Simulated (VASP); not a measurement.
A run of VASP 6.6.1 is set up as follows.

Contents of INCAR:

```
  PREC = Accurate
  ENCUT = 520
  EDIFF = 1E-6
  ISMEAR = 0
  SIGMA = 0.05
  LREAL = F
  LASPH = T
  NELM = 100
  ALGO = Normal
  ISIF = 2
  LWAVE = F
  LCHARG = F
  GGA = PE
  NBANDS = 16
```

The input KPOINTS:

```
regular mesh
0
Gamma
  9 9 6
```

File POSCAR:

```
MgO
1.0
    3.4802931548      0.0000000000      0.0000000000
   -1.7401465774      3.0140222847      0.0000000000
    0.0000000000      0.0000000000      4.3381600378
Mg O
2 2
Direct
    0.6666666667      0.3333333333      0.7500000000
    0.3333333333      0.6666666667      0.2500000000
    0.6666666667      0.3333333333      0.2500000000
    0.3333333333      0.6666666667      0.7500000000
```

Potentials or basis: VASP PAW PBE potentials, release 64 (Mg, O).

Run with:

```console
$ cat potpaw_PBE.64/Mg/POTCAR potpaw_PBE.64/O/POTCAR > POTCAR
$ mpirun -np 1 vasp_std > vasp.out
```

Problem. Predict the pressure.

Solution. -0.4 GPa.

Problem. Estimate the band gap on the k mesh.

Solution. 3.21 eV.

Stress tensor (GPa, compression positive):
```
 1.36  0.00  0.00
 0.00  1.36  0.00
 0.00  0.00 -3.80
```

Caveat: the cell differs from its parent crystal (the cell strained).
